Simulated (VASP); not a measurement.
# Si: single point with PBEsol

Si:

```
Si
1.0
     0.00000    1.91083    1.98726
     1.91083    0.00000    1.98726
     1.91083    1.91083    0.00000
Si
1
Direct
  0.00000 0.00000 0.00000
```

This cell differs from its parent crystal: strain +0.000 along x and y, +0.040 along z.

```json
{
 "Program": "VASP 6.6.1",
 "Task": "single point",
 "Functional": "PBEsol",
 "Potentials or basis": "VASP PAW PBE potentials, release 64 (Si)",
 "Cutoff": "520 eV",
 "k mesh": "22 × 22 × 22",
 "Occupations": "gaussian, width 0.15 eV",
 "Spin": "no spin polarisation"
}
```

| Property | Result |
| --- | --- |
| Pressure | -2.7 GPa |
| Band gap on the k mesh | zero (bands 2 and 3 overlap by 14.53 eV) |

Stress tensor (GPa, compression positive):
```
-2.87  0.00  0.00
 0.00 -2.87  0.00
 0.00  0.00 -2.25
```

Levels at points of the mesh, in eV from the Fermi level:
```
           k point  band 1  band 2  band 3  band 4  band 5  band 6  band 7
(0.00, 0.00, 0.00)  -14.44   11.07   11.07   11.11   11.59   12.10   12.10
(0.50, 0.00, 0.00)   -7.60   -6.95    8.00    9.00   10.27   11.29   13.36
(0.50, 0.50, 0.00)   -5.70   -5.13    3.67    3.67    4.69    7.34   24.73
(0.50, 0.00, 0.50)   -5.17   -4.21    2.75    3.12    4.27    6.47   24.38
```

It took 27 s on 1 thread of Intel(R) Xeon(R) Platinum 8375C CPU @ 2.90GHz (Ice Lake) (shared host), peak memory 0.19 GiB.

Caveat: the cell differs from its parent crystal (strain +0.000 along x and y, +0.040 along z); the PAW data sets were made with another functional, which shifts forces and pressure a little.
